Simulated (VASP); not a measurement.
Set up this calculation in VASP 6.6.1, as the native input.

```yaml
Task: single point
Functional: PBE
Potentials_or_basis: VASP PAW PBE potentials, release 64 (Mg, O)
Cutoff: 520 eV
k_mesh: 6 × 6 × 4
Occupations: gaussian, width 0.1 eV
Spin: no spin polarisation
Dipole_correction: no
Further_INCAR_settings: ALGO = Normal; EDIFF = 1e-07; NBANDS = 16
```

The structure of MgO lies in POSCAR:

```
MgO
1.0
    3.5209197276      0.0000000000      0.0000000000
   -1.7604598638      3.0492059288      0.0000000000
    0.0000000000      0.0000000000      4.2370794744
Mg O
2 2
Direct
    0.6666666667      0.3333333333      0.7500036712
    0.3333333333      0.6666666667      0.2500036712
    0.6666666667      0.3333333333      0.2499963288
    0.3333333333      0.6666666667      0.7499963288
```

The input as run:

INCAR

```
PREC     = Accurate       # precision mode
ENCUT    = 520            # plane-wave cutoff, eV
EDIFF    = 1E-7           # SCF threshold, eV
ISMEAR   = 0              # smearing method
SIGMA    = 0.1            # smearing width, eV
LREAL    = F              # projectors in reciprocal space
LASPH    = T              # aspherical terms in the spheres
NELM     = 100            # most SCF steps
ALGO     = Normal         # electronic algorithm
ISIF     = 2              # what is computed and relaxed
LWAVE    = F              # write WAVECAR
LCHARG   = F              # write CHGCAR
GGA      = PE             # functional
NBANDS   = 16             # bands
```

KPOINTS

```
Automatic mesh
0
Gamma
  6 6 4
```

Potentials or basis: VASP PAW PBE potentials, release 64 (Mg, O).

Launch:

```console
$ cat potpaw_PBE.64/Mg/POTCAR potpaw_PBE.64/O/POTCAR > POTCAR
$ mpirun -np 1 vasp_std > vasp.out
```

Results of the run:

```yaml
Pressure: -0.5 GPa
Band_gap_on_the_k_mesh: 3.26 eV
```

Wall time 8.3 s on 1 thread of Intel(R) Xeon(R) 6975P-C (Granite Rapids) (shared host), peak memory 0.16 GiB.
